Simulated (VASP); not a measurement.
Crystal: SrO.

```
Sr O
1.0
     0.00000    2.58378    2.58378
     2.58378    0.00000    2.58378
     2.58378    2.58378    0.00000
Sr O
1 1
Cartesian
  2.5838 2.5838 2.5838
  0.0000 0.0000 0.0000
```

Base run:

| Item | Value |
| --- | --- |
| Program | VASP 6.6.1 |
| Functional | PBE |
| Potentials or basis | VASP PAW PBE potentials, release 64 (Sr_sv, O) |
| Cutoff | 600 eV |
| k mesh | 6 × 6 × 6 |
| Occupations | gaussian, width 0.1 eV |
| Spin | no spin polarisation |
| Hubbard terms | O p U = 1.4 eV |

Its results: band gap on the k mesh 3.30 eV (least direct gap 3.39 eV); pressure 1.6 GPa.

Problem. The run is repeated on the same cell with these changes: hubbard terms from O p U = 1.4 eV to O p U = 5.9 eV. What comes out?

Solution. Band gap on the k mesh 3.38 eV (least direct gap 3.47 eV); pressure 0.9 GPa.

A k mesh can miss the band edges.
